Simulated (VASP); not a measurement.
A run of VASP 6.6.1 is set up as follows.

Contents of INCAR:

```
ALGO = Normal
EDIFF = 1E-7
ENCUT = 520
GGA = PE
ISIF = 2
ISMEAR = -1
LASPH = T
LCHARG = F
LREAL = F
LWAVE = F
NBANDS = 24
NELM = 60
PREC = Accurate
SIGMA = 0.05
```

KPOINTS

```
k-points
0
Gamma
  10 10 6
```

Contents of POSCAR:

```
TaN
1.0
    3.0068075762      0.0000000000      0.0000000000
   -1.5034037881      2.6039717509      0.0000000000
    0.0000000000      0.0000000000      4.8515321756
Ta N
2 2
Direct
    0.0000000000      0.0000000000      0.0000000000
    0.0000000000      0.0000000000      0.5000000000
    0.3333333333      0.6666666667      0.2500000000
    0.6666666667      0.3333333333      0.7500000000
```

Potentials or basis: VASP PAW PBE potentials, release 64 (Ta_pv, N).

The run is started by

```bash
$ cat potpaw_PBE.64/Ta_pv/POTCAR potpaw_PBE.64/N/POTCAR > POTCAR
$ mpirun -np 1 vasp_std > vasp.out
```

(1) Estimate the pressure.

(2) Estimate the band gap on the k mesh.

Answers

(1) 84.9 GPa.

(2) zero (band 16 reaches 11.25 eV, above the bottom of band 17 at 8.41 eV).

Caveat: spin-orbit coupling is left out, which moves the levels of the heavy elements.
